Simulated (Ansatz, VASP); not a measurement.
# MnSb: VASP beside Ansatz

File INCAR:

```
PREC = Accurate
ENCUT = 520
EDIFF = 1E-6
ISMEAR = -1
SIGMA = 0.05
LREAL = F
LASPH = T
NELM = 150
ALGO = Normal
ISIF = 2
LWAVE = F
LCHARG = F
ISPIN = 2
MAGMOM = 0 0 4 4
LORBIT = 11
LMAXMIX = 4
GGA = CA
NBANDS = 30
```

Contents of KPOINTS:

```
Automatic mesh
0
Gamma
  7 7 5
```

Contents of POSCAR:

```
MnSb
1.0
    4.2046115259      0.0000000000      0.0000000000
   -2.1023057629      3.6413003944      0.0000000000
    0.0000000000      0.0000000000      5.8560613541
Sb Mn
2 2
Direct
    0.6666666667      0.3333333333      0.7500000000
    0.3333333333      0.6666666667      0.2500000000
    0.0000000000      0.0000000000      0.5000000000
    0.0000000000      0.0000000000      0.0000000000
```

input.yaml

```yaml
crystal:
  lattice:
    - [4.2046115259, 0.0, 0.0]
    - [-2.1023057629, 3.6413003944, 0.0]
    - [0.0, 0.0, 5.8560613541]
  atoms:
    - { symbol: Sb, position: [0.6666666667, 0.3333333333, 0.75] }
    - { symbol: Sb, position: [0.3333333333, 0.6666666667, 0.25] }
    - { symbol: Mn, position: [0.0, 0.0, 0.5], spin: 4.0 }
    - { symbol: Mn, position: [0.0, 0.0, 0.0], spin: 4.0 }
hamiltonian:
  xc: lda
  pseudopotentials: { kind: paw }
magnetization:
  spin_polarized: true
kpoints:
  mp_grid: { grid: [7, 7, 5] }
scf:
  occupations: { method: fermi_dirac, width: 0.05 }
output:
  forces: true
  stress: true
  eigenvalues: true
```

Alike in both runs: task single point; functional LDA; k mesh 7 × 7 × 5; occupations fermi-dirac, width 0.05 eV; collinear spin.

|  | VASP | Ansatz |
| --- | --- | --- |
| version | VASP 6.6.1 | Ansatz 0.2.0 |
| potentials or method | VASP PAW LDA potentials, release 64 (Sb, Mn_pv) | Ansatz PAW |
| plane-wave cutoff (eV) | 520 | 420 |
| valence electrons in the cell | 36 | 60 |

|  | VASP | Ansatz | Ansatz less VASP |
| --- | --- | --- | --- |
| gap on the k mesh at the Fermi level (eV) | none | none | - |
| pressure (GPa) | -12.3 | -11.7 | +0.65 |
| traceless stress, the component that is largest in VASP (GPa) | -0.71 | -0.60 | +0.104 |
| net moment per atom (μB) | 1.65 | 1.69 | +0.039 |
| size of the moment on the site where the two differ most (μB) | 3.30 | 3.43 | +0.128 |

LDA's correlation is that of Perdew and Zunger in VASP and of Perdew and Wang (1992) in Ansatz. Site moments also hang on the region over which each program counts them. A gap of «none» marks a metal or a gap that the smearing closes. VASP's potentials hold 36 valence electrons a cell and Ansatz's 60, so a difference there can come from the potentials and not from the codes.

Spin-orbit coupling is off throughout.
